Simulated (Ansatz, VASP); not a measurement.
# FeBrO in VASP and in Ansatz

```
Fe Br O
1.0
     3.65338    0.00000    0.00000
     0.00000    8.32589    0.00000
     0.00000    0.00000    3.22438
Fe Br O
2 2 2
Direct
  0.25000 0.09780 0.75000
  0.75000 0.90220 0.25000
  0.25000 0.30580 0.25000
  0.75000 0.69420 0.75000
  0.25000 0.95807 0.25000
  0.75000 0.04193 0.75000
```

Alike in both runs: functional r2SCAN; k mesh 5 × 3 × 5; occupations fermi-dirac, width 0.0142 eV; no spin polarisation.

Ansatz relaxed the structure, and its values are those at the end. VASP's run is a single point on that final structure, the one shown.

```csv
,VASP,Ansatz
version,VASP 6.6.1,Ansatz 0.2.0
potentials or method,"VASP PAW PBE potentials, release 64 (Fe, Br, O), cutoff 520 eV",PAW plane waves
valence electrons in the cell,42,58
```

Ansatz gave:

* gap on the k mesh at the Fermi level (eV): none
* pressure (GPa): 0.0
* rms of the force components (eV/Å): 0.001

Which values does VASP return?

gap on the k mesh at the Fermi level (eV): none; pressure (GPa): 0.6; rms of the force components (eV/Å): 0.025.

VASP's potentials were made for PBE, not for r2SCAN. A gap of «none» marks a metal or a gap that the smearing closes. VASP's potentials hold 42 valence electrons a cell and Ansatz's 58, so a difference there can come from the potentials and not from the codes.

The k mesh is coarse, so the values compare programs but aren't converged.
